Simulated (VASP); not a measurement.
# Sb (R-3m) in VASP: notebook

Runs on Sb. Level: r2SCAN. Tasks: single point.

Everything below comes from runs of VASP 6.6.1. Logs are shortened: lines on timing, memory, paths and dates and some standing lists are left out, and cuts for length are marked.

## 1. The cell of the first run

The structure is trigonal, space group R-3m (No. 166). The conventional cell has a = 4.341 Å, b = 4.341 Å, c = 11.613 Å, α = 90.00°, β = 90.00°, γ = 120.00°. Sb (site symmetry 3m) has 6 Sb at 2.92 to 3.45 Å within 3.8 Å.

## 2. Single point, r2SCAN

POSCAR

```
Sb
1.0
    2.1706020527      1.2531976795      3.8710910875
   -2.1706020527      1.2531976795      3.8710910875
    0.0000000000     -2.5063953589      3.8710910875
Sb
2
Direct
    0.2313018333      0.2313018333      0.2313018333
    0.7686981667      0.7686981667      0.7686981667
```

INCAR.step1

```
SYSTEM = Sb
PREC     = Accurate       ! precision mode
ENCUT    = 520            ! plane-wave cutoff, eV
ISMEAR   = 1              ! smearing method
SIGMA    = 1.0            ! smearing width, eV
LREAL    = .False.        ! projectors in reciprocal space
LASPH    = .True.         ! aspherical terms in the spheres
NELM     = 60             ! most SCF steps
NBANDS   = 12             ! bands
GGA      = PE             ! functional
ALGO     = Normal         ! electronic algorithm
EDIFF    = 1E-4           ! SCF threshold, eV
LWAVE    = .True.         ! write WAVECAR
LCHARG   = .False.        ! write CHGCAR
```

INCAR.step2

```
SYSTEM = Sb
PREC     = Accurate       ! precision mode
ENCUT    = 520            ! plane-wave cutoff, eV
EDIFF    = 1E-6           ! SCF threshold, eV
ISMEAR   = 1              ! smearing method
SIGMA    = 1.0            ! smearing width, eV
LREAL    = .False.        ! projectors in reciprocal space
LASPH    = .True.         ! aspherical terms in the spheres
NELM     = 60             ! most SCF steps
ALGO     = Normal         ! electronic algorithm
ISIF     = 2              ! what is computed and relaxed
LWAVE    = .False.        ! write WAVECAR
LCHARG   = .False.        ! write CHGCAR
METAGGA  = R2SCAN         ! meta-GGA
LMIXTAU  = .True.       
NBANDS   = 12             ! bands
ISTART   = 1
```

KPOINTS

```
regular mesh
0
Gamma
  9 9 9
  0 0 0
```

Potentials or basis: VASP PAW PBE potentials, release 64 (Sb).

Started as:

```sh
$ cat potpaw_PBE.64/Sb/POTCAR > POTCAR
$ cp INCAR.step1 INCAR
$ mpirun -np 1 vasp_std > vasp.out
$ cp INCAR.step2 INCAR
$ mpirun -np 1 vasp_std > vasp.out
```

OUTCAR:

```text
SYSTEM = Sb
   PREC = Accurate
   ENCUT = 520
   EDIFF = 1E-6
   ISMEAR = 1
   LREAL = .False.
   LASPH = .True.
   NELM = 60
   ISIF = 2
   METAGGA = R2SCAN
   ISTART = 1

 ion  position               nearest neighbor table
   1  0.231  0.231  0.231-   2 2.92   2 2.92   2 2.92   2 3.45   2 3.45   2 3.45
   2  0.769  0.769  0.769-   1 2.92   1 2.92   1 2.92   1 3.45   1 3.45   1 3.45

  LATTYP: Found a trigonal (rhomboedric) cell.
 ALAT       =     4.6116552238
 COS(alpha) =     0.5569255040

  Lattice vectors:

 A1 = (   2.1706020527,   1.2531976795,   3.8710910875)
 A2 = (  -2.1706020527,   1.2531976795,   3.8710910875)
 A3 = (   0.0000000000,  -2.5063953589,   3.8710910875)

Analysis of symmetry for initial positions (statically):
=====================================================================
 Subroutine PRICEL returns:
 Original cell was already a primitive cell.

 Routine SETGRP: Setting up the symmetry group for a
 trigonal (rhombohedral) supercell.

 Subroutine GETGRP returns: Found 12 space group operations
 (whereof 12 operations were pure point group operations)
 out of a pool of 12 trial point group operations.

The static configuration has the point symmetry D_3d.

Analysis of symmetry for dynamics (positions and initial velocities):
=====================================================================
 Subroutine PRICEL returns:
 Original cell was already a primitive cell.

 Routine SETGRP: Setting up the symmetry group for a
 trigonal (rhombohedral) supercell.

 Subroutine GETGRP returns: Found 12 space group operations
 (whereof 12 operations were pure point group operations)
 out of a pool of 12 trial point group operations.

The dynamic configuration has the point symmetry D_3d.

 Subroutine INISYM returns: Found 12 space group operations
 (whereof 12 operations are pure point group operations),
 and found     1 'primitive' translations

----------------------------------------------------------------------------------------

                                     Primitive cell

  volume of cell :      63.1807

  direct lattice vectors                    reciprocal lattice vectors
     2.170602053  1.253197679  3.871091087     0.230350837  0.132993118  0.086108367
    -2.170602053  1.253197679  3.871091087    -0.230350837  0.132993118  0.086108367
     0.000000000 -2.506395359  3.871091087     0.000000000 -0.265986236  0.086108367

  length of vectors
     4.611655224  4.611655224  4.611655224     0.279577053  0.279577053  0.279577053

  position of ions in fractional coordinates (direct lattice)
     0.231301833  0.231301833  0.231301833
     0.768698167  0.768698167  0.768698167

  ion indices of the primitive-cell ions
   primitive index   ion index
                 1           1
                 2           2

----------------------------------------------------------------------------------------

 KPOINTS: regular mesh

Automatic generation of k-mesh.
 Grid dimensions read from file:
 generate k-points for:    9    9    9

 Generating k-lattice:

  Cartesian coordinates                     Fractional coordinates (reciprocal lattice)
     0.025594537  0.014777013  0.009567596     0.111111111  0.000000000  0.000000000
    -0.025594537  0.014777013  0.009567596     0.000000000  0.111111111  0.000000000
     0.000000000 -0.029554026  0.009567596     0.000000000  0.000000000  0.111111111

  Length of vectors
     0.031064117  0.031064117  0.031064117

  Shift w.r.t. Gamma in fractional coordinates (k-lattice)
     0.000000000  0.000000000  0.000000000

 Subroutine IBZKPT returns following result:
 ===========================================

 Found     85 irreducible k-points:

 Following reciprocal coordinates:
            Coordinates               Weight
  0.000000  0.000000  0.000000      1.000000
  0.111111  0.000000  0.000000      6.000000
  0.222222  0.000000  0.000000      6.000000
  0.333333  0.000000  0.000000      6.000000
  0.444444  0.000000  0.000000      6.000000
  0.111111  0.111111  0.000000      6.000000
[... 16 lines left out ...]
 -0.333333  0.333333  0.000000      6.000000
  0.444444  0.444444  0.000000      6.000000
 [... further k-points ...]
   k-points           NKPTS =     85   k-points in BZ     NKDIM =     85   number of bands    NBANDS=     12
   number of dos      NEDOS =    301   number of ions     NIONS =      2
   total plane-waves  NPLWV =  46656
   dimension x,y,z NGX =    36 NGY =   36 NGZ =   36
   dimension x,y,z NGXF=    72 NGYF=   72 NGZF=   72
   ions per type =               2
   NGX,Y,Z   is equivalent  to a cutoff of  12.98, 12.98, 12.98 a.u.
   NGXF,Y,Z  is equivalent  to a cutoff of  25.96, 25.96, 25.96 a.u.
 SYSTEM =  Sb
   PREC   = accura    normal or accurate (medium, high low for compatibility)
   ISTART =      1    job   : 0-new  1-cont  2-samecut
   ICHARG =      0    charge: 1-file 2-atom 10-const
   ISPIN  =      1    spin polarized calculation?
   LNONCOLLINEAR =      F non collinear calculations
   LSORBIT =      F    spin-orbit coupling
   LASPH  =      T    aspherical Exc in radial PAW
   ENCUT  =  520.0 eV  38.22 Ry    6.18 a.u.   8.57  8.57  8.57*2*pi/ulx,y,z
   NELM   =     60;   NELMIN=  2; NELMDL=  0     # of ELM steps
   EDIFF  = 0.1E-05   stopping-criterion for ELM
   LREAL  =      F    real-space projection
   EDIFFG = 0.1E-04   stopping-criterion for IOM
   NSW    =      0    number of steps for IOM
   IBRION =     -1    ionic relax: 0-MD 1-quasi-New 2-CG
   NFREE  =      0    steps in history (QN), initial steepest desc. (CG)
   ISIF   =      2    stress and relaxation
   ISYM   =      2    0-nonsym 1-usesym 2-fastsym
   POTIM  = 0.5000    time-step for ionic-motion
   TEBEG  =    0.0;   TEEND  =   0.0 temperature during run
   PSTRESS=    0.0 pullay stress
   NELECT =      10.0000    total number of electrons
   NUPDOWN=      -1.0000    fix difference up-down
   EMIN   =  10.00;   EMAX   =-10.00  energy-range for DOS
   EFERMI =   0.00;   METHOD = LEGACY
   ISMEAR =     1;   SIGMA  =   1.00  broadening in eV -4-tet -1-fermi 0-gaus
   EFERMI_NEDOS =   21; number of points for ismear=-14 and -15
   IALGO  =     38    algorithm
   IMIX   =      4    mixing-type and parameters
     AMIX     =   0.40;   BMIX     =  1.00
     AMIX_MAG =   1.60;   BMIX_MAG =  1.00
  volume/ion in A,a.u.               =      31.59       213.18
  Fermi-wavevector in a.u.,A,eV,Ry     =   0.885551  1.673448 10.669686  0.784200
  Thomas-Fermi vector in A             =   2.006599
   LORBIT       =      0    0 simple, 1 ext, 2 COOP (PROOUT), +10 PAW based schemes
   METAGGA = R2SCAN    functional components
   LHFCALC =     F    Hartree Fock is set to
   AEXX    =    0.0000 exact exchange contribution
   IVDW    =     0    specifies the selected vdW correction
   LEPSILON=     F    determine dielectric tensor
   LRPA    =     F    only Hartree local field effects (RPA)
 non-spin polarized calculation
 Methfessel and Paxton  Order N= 1 SIGMA  =   1.00
  energy-cutoff  :      520.00
  volume of cell :       63.18
 maximum number of plane-waves:      1715
   NGX = 17   NGY = 17   NGZ = 17

 number of electron      10.0000000 magnetization

 Free energy of the ion-electron system (eV)
  ---------------------------------------------------
  ext. energy  EPLUGINS =         0.00000000
  ---------------------------------------------------
  free energy    TOTEN  =       -51.34423734 eV

  energy without entropy =      -51.45933123  energy(sigma->0) =      -51.38260197

 E-fermi :   6.7138     XC(G=0):  -9.7793

 val. band max:        6.6688598249   @ k =   0.3333   0.2222   0.2222
 cond. band min:       6.8003688071   @ k =   0.4444   0.0000   0.0000
 fundamental gap:      0.1315089821
 Fermi energy:         6.7137866876

 k-point     1 :       0.0000    0.0000    0.0000
  band No.  band energies     occupation
      1      -6.3520      2.00000
      2       1.6538      2.00000
      3       4.4781      2.00695
      4       4.7932      2.02049
      5       4.7932      2.02049
      6       8.6131     -0.02183
      7       9.3491     -0.00124
      8       9.3491     -0.00124
      9      12.2960     -0.00000
     10      12.2960     -0.00000
     11      12.5213     -0.00000
     12      13.8844     -0.00000

 k-point     2 :       0.1111    0.0000    0.0000
  band No.  band energies     occupation
      1      -6.2135      2.00000
      2       1.0771      2.00000
      3       4.5192      2.00812
      4       4.7439      2.01760
      5       4.9729      2.03361
      6       8.6272     -0.02094
      7       9.0405     -0.00485
      8       9.0949     -0.00387
      9      11.7415     -0.00000
     10      12.1959     -0.00000
     11      12.3011     -0.00000
     12      14.7222     -0.00000

 k-point     3 :       0.2222    0.0000    0.0000
  band No.  band energies     occupation
      1      -5.8015      2.00000
      2      -0.1670      2.00000
      3       4.4895      2.00726
      4       4.6360      2.01234
      5       5.3964      2.06859
      6       8.1478     -0.06093
      7       8.4227     -0.03633
      8       8.4788     -0.03163
      9      11.8179     -0.00000
     10      12.3491     -0.00000
     11      12.8887     -0.00000
     12      16.4230     -0.00000
[... 286 lines left out ...]
 k-point    23 :      -0.3333    0.3333    0.0000
  band No.  band energies     occupation
      1      -3.2673      2.00000
      2      -3.1175      2.00000
      3       1.5979      2.00000
      4       3.8161      2.00033
      5       4.0463      2.00106
      6       8.9413     -0.00717
      7       9.2058     -0.00240
      8      12.0855     -0.00000
      9      12.2574     -0.00000
     10      13.5121     -0.00000
     11      14.9908     -0.00000
     12      17.2118     -0.00000

 k-point    24 :       0.4444    0.4444    0.0000
  band No.  band energies     occupation
      1      -4.1523      2.00000
      2      -1.5438      2.00000
      3       1.4851      2.00000
      4       2.9725      2.00000
      5       3.0213      2.00000
      6       8.4611     -0.03308
      7      11.5309     -0.00000
      8      12.4010     -0.00000
      9      13.1159     -0.00000
     10      15.5187     -0.00000
     11      16.7557     -0.00000
     12      17.6511     -0.00000

 [... further k-points ...]

------------------------ aborting loop because EDIFF is reached ----------------------------------------

  FORCE on cell =-STRESS in cart. coord.  units (eV):
  Direction    XX          YY          ZZ          XY          YZ          ZX
  --------------------------------------------------------------------------------------
  -------------------------------------------------------------------------------------
  Total       -0.0725352     -0.0725352      0.0205393      0.0000000      0.0000000      0.0000000
  in kB       -1.8393959     -1.8393959      0.5208495      0.0000000      0.0000000      0.0000000
  external PRESSURE =      -1.0526474 kB  Pullay stress =       0.0000000 kB

 VOLUME and BASIS-vectors are now :
 -----------------------------------------------------------------------------
  energy-cutoff  :      520.00
  volume of cell :       63.18
      direct lattice vectors                 reciprocal lattice vectors
     2.170602053  1.253197679  3.871091087     0.230350837  0.132993118  0.086108367
    -2.170602053  1.253197679  3.871091087    -0.230350837  0.132993118  0.086108367
     0.000000000 -2.506395359  3.871091087     0.000000000 -0.265986236  0.086108367

 POSITION                                       TOTAL-FORCE (eV/Angst)
 -----------------------------------------------------------------------------------
      0.00000      0.00000      2.68617         0.000000      0.000000      0.072758
      0.00000      0.00000      8.92710         0.000000     -0.000000     -0.072758
 -----------------------------------------------------------------------------------
    total drift:                                0.000000     -0.000000      0.000000

  FREE ENERGIE OF THE ION-ELECTRON SYSTEM (eV)
  ---------------------------------------------------
  free  energy   TOTEN  =       -51.3442373379 eV

  energy  without entropy=      -51.4593312283  energy(sigma->0) =      -51.38260197
```

Run time: 6 min. Hardware: 1 thread of Intel Xeon 8259CL, shared host; peak memory 0.24 GiB.

Results:

```yaml
Free_energy: -51.3442 eV
Pressure: -0.1 GPa
Largest_force: 0.073 eV/Å
```

Forces on the atoms (eV/Å):
```
Sb   0.000  0.000  0.073
Sb   0.000  0.000 -0.073
```

Stress tensor (GPa, compression positive):
```
-0.18  0.00  0.00
 0.00 -0.18  0.00
 0.00  0.00  0.05
```

Caveat: the PAW data sets were made with another functional, which shifts forces and pressure a little; spin-orbit coupling is left out, which moves the levels of the heavy elements.

(Part 1 of 2 ends here.)
